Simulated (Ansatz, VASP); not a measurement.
## One calculation of Lu, two programs

```
Lu
1.0
     0.00000    1.96285    1.96285
     1.96285    0.00000    1.96285
     1.96285    1.96285    0.00000
Lu
1
Direct
  0.00000 0.00000 0.00000
```

Change from the starting cell: volume scaled by 0.52, LAPW.

Alike in both runs: task single point; functional PBE; k mesh 15 × 15 × 15; occupations fermi-dirac, width 0.1 eV; no spin polarisation.

|  | VASP | Ansatz |
| --- | --- | --- |
| version | VASP 6.6.1 | Ansatz 0.2.0 |
| potentials or method | VASP PAW PBE potentials, release 64 (Lu), cutoff 520 eV | all-electron LAPW, scalar-relativistic |

|  | VASP | Ansatz | Ansatz less VASP |
| --- | --- | --- | --- |
| pressure (GPa) | 88.3 | 87.2 | -1.07 |

Both programs put the cell under a high pressure, so it lies far from rest at this level. Ansatz ran all-electron here, and VASP with PAW potentials.

Spin-orbit coupling is off throughout. Noted on VASP's run: the cell as given lies far from equilibrium.
